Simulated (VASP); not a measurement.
# TiC in VASP: further runs

The runs below take TiC through electric field gradients, with PBE.

All numbers are computed with VASP 6.6.1; they aren't measurements. Logs are shortened: lines on timing, memory, paths and dates and some standing lists are left out, and cuts for length are marked.

## 1. The cell of the first run

It takes space group I4/mmm (No. 139, tetragonal). Conventional cell: a = 3.091 Å, b = 3.091 Å, c = 4.241 Å, α = 90.00°, β = 90.00°, γ = 90.00°. Ti (site symmetry 4/mmm) has 6 C at 2.12 to 2.19 Å within 2.8 Å. Within 2.8 Å of C (site symmetry 4/mmm) lie 6 Ti at 2.12 to 2.19 Å.

## 2. Electric field gradients, PBE (z stretched by -2 % at fixed volume)

Contents of INCAR:

```
PREC = Accurate
ENCUT = 520
EDIFF = 1E-8
ISMEAR = -1
SIGMA = 0.03
LREAL = False
LASPH = True
NELM = 60
ALGO = Normal
ISIF = 2
LWAVE = False
LCHARG = False
GGA = PE
LEFG = True
NBANDS = 15
```

Contents of KPOINTS:

```
Automatic mesh
0
Gamma
  16 16 16
```

Contents of POSCAR:

```
TiC
1.0
    0.0000000000      2.1859701065      2.1207200000
    2.1859701065      0.0000000000      2.1207200000
    2.1859701065      2.1859701065      0.0000000000
Ti C
1 1
Direct
    0.0000000000      0.0000000000      0.0000000000
    0.5000000000      0.5000000000      0.5000000000
```

Potentials or basis: VASP PAW PBE potentials, release 64 (Ti_sv, C).

Run with:

```bash
cat potpaw_PBE.64/Ti_sv/POTCAR potpaw_PBE.64/C/POTCAR > POTCAR
mpirun -np 1 vasp_std > vasp.out
```

OUTCAR:

```text
PREC = Accurate
   ENCUT = 520
   EDIFF = 1E-8
   ISMEAR = -1
   LREAL = False
   LASPH = True
   NELM = 60
   ISIF = 2
   GGA = PE

 ion  position               nearest neighbor table
   1  0.000  0.000  0.000-   2 2.12   2 2.12   2 2.19   2 2.19   2 2.19   2 2.19
   2  0.500  0.500  0.500-   1 2.12   1 2.12   1 2.19   1 2.19   1 2.19   1 2.19

  LATTYP: Found a body centered tetragonal cell.
 ALAT       =     3.0914285716
 C/A-ratio  =     1.3719999999

  Lattice vectors:

 A1 = (   0.0000000000,  -2.1859701065,  -2.1207200000)
 A2 = (   0.0000000000,   2.1859701065,  -2.1207200000)
 A3 = (   2.1859701065,   0.0000000000,   2.1207200000)

Analysis of symmetry for initial positions (statically):
=====================================================================
 Subroutine PRICEL returns:
 Original cell was already a primitive cell.

 Routine SETGRP: Setting up the symmetry group for a
 body centered tetragonal supercell.

 Subroutine GETGRP returns: Found 16 space group operations
 (whereof 16 operations were pure point group operations)
 out of a pool of 16 trial point group operations.

The static configuration has the point symmetry D_4h.

Analysis of symmetry for dynamics (positions and initial velocities):
=====================================================================
 Subroutine PRICEL returns:
 Original cell was already a primitive cell.

 Routine SETGRP: Setting up the symmetry group for a
 body centered tetragonal supercell.

 Subroutine GETGRP returns: Found 16 space group operations
 (whereof 16 operations were pure point group operations)
 out of a pool of 16 trial point group operations.

The dynamic configuration has the point symmetry D_4h.

 Subroutine INISYM returns: Found 16 space group operations
 (whereof 16 operations are pure point group operations),
 and found     1 'primitive' translations

----------------------------------------------------------------------------------------

                                     Primitive cell

  volume of cell :      20.2676

  direct lattice vectors                    reciprocal lattice vectors
     0.000000000  2.185970107  2.120720000    -0.228731399  0.228731399  0.235768984
     2.185970107  0.000000000  2.120720000     0.228731399 -0.228731399  0.235768984
     2.185970107  2.185970107  0.000000000     0.228731399  0.228731399 -0.235768984

  length of vectors
[... 135 lines left out ...]

 k-point     1 :       0.0000    0.0000    0.0000
  band No.  band energies     occupation
      1     -47.1380      2.00000
      2     -23.1747      2.00000
      3     -23.1747      2.00000
      4     -23.1350      2.00000
      5      -2.9679      2.00000
      6      10.0652      0.00000
      7      10.0652      0.00000
      8      10.2861      0.00000
      9      11.0462      0.00000
     10      11.0825      0.00000
     11      11.0825      0.00000
     12      11.2001      0.00000
     13      11.2492      0.00000
     14      19.9834      0.00000
[... 401 lines left out ...]
      2     -23.2185      2.00000
      3     -23.1771      2.00000
      4     -23.1487      2.00000
      5      -2.7426      2.00000
      6       9.2709      1.99526
      7       9.3823      1.82262
      8       9.4314      1.33435
      9      10.1763      0.00000
     10      10.8855      0.00000
     11      11.7094      0.00000
     12      12.3835      0.00000
     13      13.0025      0.00000
     14      20.3595      0.00000
     15      23.5915      0.00000

 [... further k-points ...]

------------------------ aborting loop because EDIFF is reached ----------------------------------------

  FORCE on cell =-STRESS in cart. coord.  units (eV):
  Direction    XX          YY          ZZ          XY          YZ          ZX
  --------------------------------------------------------------------------------------
  -------------------------------------------------------------------------------------
  Total       -0.3372546     -0.3372546      1.2474306      0.0000000      0.0000000      0.0000000
  in kB      -26.6604033    -26.6604033     98.6109652      0.0000000      0.0000000      0.0000000
  external PRESSURE =      15.0967195 kB  Pullay stress =       0.0000000 kB

 VOLUME and BASIS-vectors are now :
 -----------------------------------------------------------------------------
  energy-cutoff  :      520.00
  volume of cell :       20.27
      direct lattice vectors                 reciprocal lattice vectors
     0.000000000  2.185970107  2.120720000    -0.228731399  0.228731399  0.235768984
     2.185970107  0.000000000  2.120720000     0.228731399 -0.228731399  0.235768984
     2.185970107  2.185970107  0.000000000     0.228731399  0.228731399 -0.235768984

 POSITION                                       TOTAL-FORCE (eV/Angst)
 -----------------------------------------------------------------------------------
      0.00000      0.00000      0.00000         0.000000      0.000000      0.000000
      2.18597      2.18597      2.12072         0.000000     -0.000000     -0.000000
 -----------------------------------------------------------------------------------
    total drift:                                0.000000     -0.000000     -0.000000

  FREE ENERGIE OF THE ION-ELECTRON SYSTEM (eV)
  ---------------------------------------------------
  free  energy   TOTEN  =       -18.6932688177 eV

  energy  without entropy=      -18.6923239425  energy(sigma->0) =      -18.69279638

 Electric field gradients (V/A^2)
---------------------------------------------------------------------
 ion       V_xx      V_yy      V_zz      V_xy      V_xz      V_yz
---------------------------------------------------------------------
   1      11.998    11.998   -23.996    -0.000     0.001     0.001
   2       1.861     1.861    -3.723     0.000     0.000     0.000
---------------------------------------------------------------------

 Electric field gradients after diagonalization (V/A^2)
 (convention: |V_zz| > |V_xx| > |V_yy|)
----------------------------------------------------------------------
 ion       V_xx      V_yy      V_zz     asymmetry (V_yy - V_xx)/ V_zz
----------------------------------------------------------------------
   1      11.998    11.998   -23.996       0.000
   2       1.861     1.861    -3.723       0.000
----------------------------------------------------------------------

           NMR quadrupolar parameters

 Cq : quadrupolar parameter    Cq=e*Q*V_zz/h
 eta: asymmetry parameters     (V_yy - V_xx)/ V_zz
 Q  : nuclear electric quadrupole moment in mb (millibarn)
----------------------------------------------------------------------
 ion       Cq(MHz)       eta       Q (mb)
----------------------------------------------------------------------
   1      -0.058       0.000       1.000
   2      -0.009       0.000       1.000
----------------------------------------------------------------------
```

Wall time 63 s (1 thread of Intel Xeon 6975P-C (Granite Rapids), shared host); peak memory 0.22 GiB.

Results:

```
Free energy            : -18.6933 eV
Pressure               : 1.5 GPa
Band gap on the k mesh : zero (band 8 reaches 10.29 eV, above the bottom of band 9 at 8.86 eV)
```

Stress tensor (GPa, compression positive):
```
-2.67  0.00  0.00
 0.00 -2.67  0.00
 0.00  0.00  9.86
```

Levels at points of the mesh, in eV from the Fermi level:
| k point | band 5 | band 6 | band 7 | band 8 | band 9 | band 10 | band 11 | band 12 |
| --- | --- | --- | --- | --- | --- | --- | --- | --- |
| (0.00, 0.00, 0.00) | -12.42 | 0.61 | 0.61 | 0.83 | 1.59 | 1.63 | 1.63 | 1.75 |
| (0.50, 0.00, 0.00) | -8.93 | -5.86 | -2.94 | -2.90 | 2.85 | 2.99 | 4.11 | 7.95 |
| (0.50, 0.50, 0.00) | -10.10 | -3.22 | -1.67 | -0.20 | -0.20 | 2.72 | 3.53 | 3.53 |
| (0.50, 0.00, 0.50) | -10.16 | -3.55 | -1.61 | 0.02 | 0.05 | 2.69 | 3.42 | 3.60 |

Electric field gradients, principal values (V/Å²):
| atom | least | middle | greatest (by size) |
| --- | --- | --- | --- |
| 1 Ti | 11.998 | 11.998 | -23.996 |
| 2 C | 1.861 | 1.861 | -3.723 |

Caveat: without QUAD_EFG the Cq values of the log hold for a quadrupole moment of 1 mb, not for the nuclei.

(Continued in part 2 of 3.)
